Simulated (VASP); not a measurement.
Write the native input for VASP 6.6.1 that does the following.

| Quantity | Value |
| --- | --- |
| Task | single point |
| Functional | r2SCAN |
| Potentials or basis | VASP PAW PBE potentials, release 64 (Zn, S) |
| Cutoff | 520 eV |
| k mesh | 6 × 6 × 4 |
| Occupations | gaussian, width 0.02 eV |
| Spin | no spin polarisation |
| Dipole correction | no |
| Further INCAR settings | ALGO = Normal; EDIFF = 1e-06; NBANDS = 26 |

The system is ZnS.

```
Zn S
1.0
     3.84458    0.00000    0.00000
    -1.92229    3.32951    0.00000
     0.00000    0.00000    6.30725
Zn S
2 2
Direct
  0.33333 0.66667 0.00034
  0.66667 0.33333 0.50034
  0.33333 0.66667 0.37466
  0.66667 0.33333 0.87466
```

The input as run:

POSCAR

```
ZnS
1.0
    3.8445837916      0.0000000000      0.0000000000
   -1.9222918958      3.3295072305      0.0000000000
    0.0000000000      0.0000000000      6.3072508665
Zn S
2 2
Direct
    0.3333333333      0.6666666667      0.0003440772
    0.6666666667      0.3333333333      0.5003440772
    0.3333333333      0.6666666667      0.3746559228
    0.6666666667      0.3333333333      0.8746559228
```

INCAR.step1

```
ALGO = Normal
EDIFF = 1E-4
ENCUT = 520
GGA = PE
ISMEAR = 0
LASPH = T
LCHARG = F
LREAL = F
LWAVE = T
NBANDS = 26
NELM = 60
PREC = Accurate
SIGMA = 0.02
```

INCAR.step2

```
ALGO = Normal
EDIFF = 1E-6
ENCUT = 520
ISIF = 2
ISMEAR = 0
ISTART = 1
LASPH = T
LCHARG = F
LMIXTAU = T
LREAL = F
LWAVE = F
METAGGA = R2SCAN
NBANDS = 26
NELM = 60
PREC = Accurate
SIGMA = 0.02
```

KPOINTS

```
k-points
0
Gamma
  6 6 4
```

Potentials or basis: VASP PAW PBE potentials, release 64 (Zn, S).

Launch:

```bash
$ cat potpaw_PBE.64/Zn/POTCAR potpaw_PBE.64/S/POTCAR > POTCAR
$ cp INCAR.step1 INCAR
$ mpirun -np 1 vasp_std > vasp.out
$ cp INCAR.step2 INCAR
$ mpirun -np 1 vasp_std > vasp.out
```

Results of the run:

```json
{
  "Pressure": "-2.2 GPa",
  "Largest force": "0.016 eV/Å",
  "Band gap on the k mesh": "2.64 eV"
}
```

Caveat: the PAW data sets were made with another functional, which shifts forces and pressure a little.

It took 4.5 min on 1 thread of Intel Xeon 8259CL (shared host), peak memory 0.22 GiB.
